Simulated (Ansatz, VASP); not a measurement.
**WS2: VASP beside Ansatz**

The input INCAR:

```
SYSTEM = WS2
  PREC = Accurate
  ENCUT = 520
  EDIFF = 1E-7
  ISMEAR = 0
  SIGMA = 0.05
  LREAL = .False.
  LASPH = .True.
  NELM = 100
  ALGO = Normal
  ISIF = 2
  LWAVE = .False.
  LCHARG = .False.
  GGA = PE
  IVDW = 12
  NBANDS = 35
```

File KPOINTS:

```
regular mesh
0
Gamma
  12 12 4
  0 0 0
```

Contents of POSCAR:

```
WS2
1.0
    3.4065426778      0.0000000000      0.0000000000
   -1.7032713389      2.9501524981      0.0000000000
    0.0000000000      0.0000000000     11.6543127690
W S
2 4
Direct
    0.3333333333      0.6666666667      0.2500000000
    0.6666666667      0.3333333333      0.7500000000
    0.3333333333      0.6666666667      0.6202874207
    0.6666666667      0.3333333333      0.1202874207
    0.3333333333      0.6666666667      0.8797125793
    0.6666666667      0.3333333333      0.3797125793
```

Input for Ansatz:

```yaml
crystal:
  lattice:
    - [3.4065426778, 0.0, 0.0]
    - [-1.7032713389, 2.9501524981, 0.0]
    - [0.0, 0.0, 11.654312769]
  atoms:
    - { symbol: W, position: [0.3333333333, 0.6666666667, 0.25] }
    - { symbol: W, position: [0.6666666667, 0.3333333333, 0.75] }
    - { symbol: S, position: [0.3333333333, 0.6666666667, 0.6202874207] }
    - { symbol: S, position: [0.6666666667, 0.3333333333, 0.1202874207] }
    - { symbol: S, position: [0.3333333333, 0.6666666667, 0.8797125793] }
    - { symbol: S, position: [0.6666666667, 0.3333333333, 0.3797125793] }
basis:
  ecutwfc: 420
kpoints:
  mp_grid: { grid: [12, 12, 4] }
hamiltonian:
  xc: pbe
  dispersion: d3bj
scf:
  occupations: { method: gaussian, width: 0.05 }
output:
  forces: true
  stress: true
  eigenvalues: true
```

Change from the starting cell: strain +0.080 along x and y, -0.040 along z, atoms carried along.

Alike in both runs: task single point; functional PBE; dispersion D3(BJ); k mesh 12 × 12 × 4; occupations gaussian, width 0.05 eV; no spin polarisation.

|  | VASP | Ansatz |
| --- | --- | --- |
| version | VASP 6.6.1 | Ansatz 0.2.0 |
| potentials or method | VASP PAW PBE potentials, release 64 (W_sv, S), cutoff 520 eV | scalar-relativistic, plane waves, PAW |
| valence electrons in the cell | 52 | 52 |

VASP gave:

| Quantity | Value |
| --- | --- |
| gap on the k mesh at the Fermi level (eV) | 0.09 |
| least direct gap on the mesh (eV) | 1.09 |
| pressure (GPa) | -13.5 |
| traceless stress, the component that is largest in VASP (GPa) | 11.68 |
| rms of the force components (eV/Å) | 0.188 |

What did Ansatz give for the same quantities?

gap on the k mesh at the Fermi level (eV): 0.07; least direct gap on the mesh (eV): 1.08; pressure (GPa): -13.5; traceless stress, the component that is largest in VASP (GPa): 11.66; rms of the force components (eV/Å): 0.189.

Atom by atom the forces differ by 0.000 eV/Å (rms over components).

Spin-orbit coupling is off throughout.
